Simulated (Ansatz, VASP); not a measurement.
## TiO2 in VASP and in Ansatz

```
Ti O
1.0
     4.59125    0.00000    0.00000
     0.00000    4.59125    0.00000
     0.00000    0.00000    2.93899
Ti O
2 4
Direct
  0.00000 0.00000 0.91494
  0.50000 0.50000 0.41494
  0.30444 0.30444 0.00000
  0.19556 0.80444 0.50000
  0.69556 0.69556 0.00000
  0.80444 0.19556 0.50000
```

Change from the starting cell: all Ti atoms moved -0.250 Å, as atom 1 along Cartesian [0 0 1].

Alike in both runs: task single point; functional PBEsol; k mesh 6 × 6 × 10; occupations gaussian, width 0.05 eV; no spin polarisation.

|  | VASP | Ansatz |
| --- | --- | --- |
| version | VASP 6.6.1 | Ansatz 0.2.0 |
| potentials or method | VASP PAW PBE potentials, release 64 (Ti_sv, O), cutoff 520 eV | scalar-relativistic, plane waves, PAW |
| valence electrons in the cell | 48 | 48 |

Ansatz gave:

- gap on the k mesh at the Fermi level (eV): 2.56
- least direct gap on the mesh (eV): 2.98
- pressure (GPa): 9.4
- traceless stress, the component that is largest in VASP (GPa): 3.08
- rms of the force components (eV/Å): 0.770

Question: Which values does VASP return?

Answer: gap on the k mesh at the Fermi level (eV): 2.53; least direct gap on the mesh (eV): 2.96; pressure (GPa): 10.2; traceless stress, the component that is largest in VASP (GPa): 3.35; rms of the force components (eV/Å): 0.826.

VASP's potentials were made for PBE, not for PBEsol. Atom by atom the forces differ by 0.057 eV/Å (rms over components).
